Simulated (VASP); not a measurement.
Wanted: the native input for a VASP 6.6.1 run.

```
Task                   : relaxation of the atoms
Functional             : PBE
Potentials or basis    : VASP PAW PBE potentials, release 64 (Si)
Cutoff                 : 520 eV
k mesh                 : 2 × 2 × 2
Occupations            : gaussian, width 0.02 eV
Spin                   : no spin polarisation
Dipole correction      : no
Further INCAR settings : LREAL = Auto; ALGO = Normal; EDIFF = 1e-06; IBRION = 2; EDIFFG = -0.03; NSW = 80
```

The structure of Si (a cell with a defect) lies in POSCAR:

```
Si
1.0
    0.0000000000      5.4300000000      5.4300000000
    5.4300000000      0.0000000000      5.4300000000
    5.4300000000      5.4300000000      0.0000000000
Si
17
Direct
    0.0000000000      0.0000000000      0.0000000000
    0.1250000000      0.1250000000      0.1250000000
    0.0000000000      0.0000000000      0.5000000000
    0.1250000000      0.1250000000      0.6250000000
    0.0000000000      0.5000000000      0.0000000000
    0.1250000000      0.6250000000      0.1250000000
    0.0000000000      0.5000000000      0.5000000000
    0.1250000000      0.6250000000      0.6250000000
    0.5000000000      0.0000000000      0.0000000000
    0.6250000000      0.1250000000      0.1250000000
    0.5000000000      0.0000000000      0.5000000000
    0.6250000000      0.1250000000      0.6250000000
    0.5000000000      0.5000000000      0.0000000000
    0.6250000000      0.6250000000      0.1250000000
    0.5000000000      0.5000000000      0.5000000000
    0.6250000000      0.6250000000      0.6250000000
    0.3720120400     -0.1233049000      0.3808031300
```

The input as run:

INCAR

```
SYSTEM = Si
PREC = Accurate ; ENCUT = 520
EDIFF = 1E-6 ; ISMEAR = 0
SIGMA = 0.02 ; LREAL = Auto
LASPH = .TRUE. ; NELM = 100
ALGO = Normal ; ISIF = 2
LWAVE = .FALSE. ; LCHARG = .FALSE.
GGA = PE ; IBRION = 2
NSW = 80 ; EDIFFG = -0.03
```

KPOINTS

```
regular mesh
0
G
  2 2 2
  0 0 0
```

Potentials or basis: VASP PAW PBE potentials, release 64 (Si).

Launch:

```sh
$ cat potpaw_PBE.64/Si/POTCAR > POTCAR
$ mpirun -np 1 vasp_std > vasp.out
```

Results of the run:

```
Energy gained by relaxing    : 7.5 meV/atom
Ionic steps                  : 6
Pressure after relaxing      : 5.3 GPa
Largest force after relaxing : 0.029 eV/Å
Band gap on the k mesh       : zero (bands 34 and 35 overlap by 0.25 eV)
```

Caveat: the k points lie up to 0.50 Å⁻¹ apart.

Wall time 20 min on 1 thread of Intel Xeon 8259CL, with other jobs on the host, peak memory 0.54 GiB.
